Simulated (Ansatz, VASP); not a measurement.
One calculation of TaC, two programs

```xyz
10
Lattice="3.1645 0.0000 0.0000 0.0000 3.1645 0.0000 0.0000 0.0000 23.9505" Properties=species:S:1:pos:R:3 pbc="T T T"
Ta    1.5822    1.5822    7.6261
Ta    0.0000    0.0000    9.7412
Ta    1.5822    1.5822   11.9753
Ta    0.0000    0.0000   14.2093
Ta    1.5822    1.5822   16.3244
C     0.0000    0.0000    7.4225
C     1.5822    1.5822    9.7358
C     0.0000    0.0000   11.9753
C     1.5822    1.5822   14.2147
C     0.0000    0.0000   16.5280
```

Alike in both runs: task single point; functional PBE; k mesh 11 × 11 × 1; occupations gaussian, width 0.1 eV; no spin polarisation.

```csv
,VASP,Ansatz
version,VASP 6.6.1,Ansatz 0.2.0
potentials or method,"VASP PAW PBE potentials, release 64 (Ta_pv, C), cutoff 520 eV","scalar-relativistic, plane waves, PAW"
valence electrons in the cell,75,85
```

|  | VASP | Ansatz | Ansatz less VASP |
| --- | --- | --- | --- |
| gap on the k mesh at the Fermi level (eV) | none | none | - |
| rms of the force components (eV/Å) | 0.007 | 0.004 | -0.0036 |

A gap of «none» marks a metal or a gap that the smearing closes. With one functional, cell and mesh, what is left measures potentials, basis and numerics. VASP's potentials hold 75 valence electrons a cell and Ansatz's 85, so a difference there can come from the potentials and not from the codes. Ansatz's warnings: xc potential rough in thin density.

Spin-orbit coupling is off throughout.
